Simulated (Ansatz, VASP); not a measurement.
CuO in VASP and in Ansatz

INCAR

```
SYSTEM = CuO
PREC = Accurate ; ENCUT = 520
EDIFF = 1E-6 ; ISMEAR = -1
SIGMA = 0.03 ; LREAL = .False.
LASPH = .True. ; NELM = 150
ALGO = Normal ; ISIF = 2
LWAVE = .False. ; LCHARG = .False.
ISPIN = 2 ; MAGMOM = 1.5 1.5 0 0
LORBIT = 11 ; LMAXMIX = 4
GGA = PE ; NBANDS = 29
```

KPOINTS

```
regular mesh
0
Gamma
  7 7 4
  0 0 0
```

The input POSCAR:

```
CuO
1.0
    2.3366000000     -1.7385000000      0.0000000000
    2.3366000000      1.7385000000      0.0000000000
   -0.7621600000      0.0000000000      5.0619400000
Cu O
2 2
Direct
    0.0000000000      0.5000000000      0.0000000000
    0.5000000000      0.0000000000      0.5000000000
    0.5483000000      0.4517000000      0.2500000000
    0.4517000000      0.5483000000      0.7500000000
```

Input for Ansatz:

```yaml
crystal:
  lattice:
    - [2.3366, -1.7385, 0.0]
    - [2.3366, 1.7385, 0.0]
    - [-0.76216, 0.0, 5.06194]
  atoms:
    - { symbol: Cu, position: [0.0, 0.5, 0.0], spin: 1.5 }
    - { symbol: Cu, position: [0.5, 0.0, 0.5], spin: 1.5 }
    - { symbol: O, position: [0.5483, 0.4517, 0.25] }
    - { symbol: O, position: [0.4517, 0.5483, 0.75] }
magnetization:
  spin_polarized: true
hamiltonian:
  xc: pbe
  pseudopotentials: { kind: paw }
basis:
  ecutwfc: 420
kpoints:
  mp_grid: { grid: [7, 7, 4] }
scf:
  occupations: { method: fermi_dirac, width: 0.03 }
  lower_state_search: "off"
output:
  forces: true
  stress: true
  write_density: true
  write_potential: true
  elf: true
  volumetric_format: npy
```

Change from the starting cell: parallel moments scaled by 1.5, plain SCF.

Alike in both runs: task single point; functional PBE; k mesh 7 × 7 × 4; occupations fermi-dirac, width 0.03 eV; collinear spin.

```csv
,VASP,Ansatz
version,VASP 6.6.1,Ansatz 0.2.0
potentials or method,"VASP PAW PBE potentials, release 64 (Cu, O), cutoff 520 eV","PAW, plane waves, scalar-relativistic"
valence electrons in the cell,34,50
```

```csv
,VASP,Ansatz,Ansatz less VASP
pressure (GPa),7.8,7.1,-0.72
"traceless stress, the component that is largest in VASP (GPa)",2.44,2.25,-0.183
rms of the force components (eV/Å),0.085,0.066,-0.0196
net moment per atom (μB),0.00,0.00,0.000
```

Atom by atom the forces differ by 0.020 eV/Å (rms over components). VASP's potentials hold 34 valence electrons a cell and Ansatz's 50, so a difference there can come from the potentials and not from the codes. Ansatz's warnings: seeded moment not kept.
